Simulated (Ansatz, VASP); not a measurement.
One calculation of W, two programs

The input INCAR:

```
PREC = Accurate
ENCUT = 520
EDIFF = 1E-6
ISMEAR = 0
SIGMA = 0.15
LREAL = False
LASPH = True
NELM = 80
ALGO = Fast
ISIF = 2
LWAVE = False
LCHARG = True
GGA = PS
LELF = True
LVHAR = True
NBANDS = 51
```

Contents of KPOINTS:

```
Automatic mesh
0
Gamma
  16 16 4
```

The input POSCAR:

```
W
1.0
   -2.0300000000     -2.0300000000      0.0000000000
    2.0300000000     -2.0300000000      0.0000000000
   -1.3531980000      0.0000000000     12.1800000000
W
6
Direct
   -0.3055194450      0.3055194450      0.9166500000
    0.4722305550      0.5277694450      0.0833166667
   -0.0833194450      0.0833194450      0.2499833333
    0.3611305550      0.6388694450      0.4166500000
   -0.1944194450      0.1944194450      0.5833166667
    0.2500305550      0.7499694450      0.7499833333
```

Input for Ansatz:

```yaml
crystal:
  lattice:
    - [-2.03, -2.03, 0.0]
    - [2.03, -2.03, 0.0]
    - [-1.353198, 0.0, 12.18]
  atoms:
    - { symbol: W, position: [-0.305519445, 0.305519445, 0.91665] }
    - { symbol: W, position: [0.472230555, 0.527769445, 0.0833166667] }
    - { symbol: W, position: [-0.083319445, 0.083319445, 0.2499833333] }
    - { symbol: W, position: [0.361130555, 0.638869445, 0.41665] }
    - { symbol: W, position: [-0.194419445, 0.194419445, 0.5833166667] }
    - { symbol: W, position: [0.250030555, 0.749969445, 0.7499833333] }
basis:
  ecutwfc: 420
kpoints:
  mp_grid: { grid: [16, 16, 4] }
hamiltonian:
  xc: pbesol
scf:
  occupations: { method: gaussian, width: 0.15 }
output:
  forces: true
  stress: true
  eigenvalues: true
  write_density: true
  write_potential: true
  elf: true
  volumetric_format: npy
```

Alike in both runs: task single point; functional PBEsol; k mesh 16 × 16 × 4; occupations gaussian, width 0.15 eV; no spin polarisation.

|  | VASP | Ansatz |
| --- | --- | --- |
| version | VASP 6.6.1 | Ansatz 0.2.0 |
| potentials or method | VASP PAW PBE potentials, release 64 (W_sv), cutoff 520 eV | scalar-relativistic, plane waves, PAW |
| valence electrons in the cell | 84 | 84 |

|  | VASP | Ansatz | Ansatz less VASP |
| --- | --- | --- | --- |
| gap on the k mesh at the Fermi level (eV) | none | none | - |
| pressure (GPa) | -1.9 | -3.2 | -1.29 |
| traceless stress, the component that is largest in VASP (GPa) | 14.29 | 12.87 | -1.428 |
| rms of the force components (eV/Å) | 2.454 | 2.219 | -0.2354 |

VASP's potentials were made for PBE, not for PBEsol. Atom by atom the forces differ by 0.237 eV/Å (rms over components). A gap of «none» marks a metal or a gap that the smearing closes.

Spin-orbit coupling is off throughout.
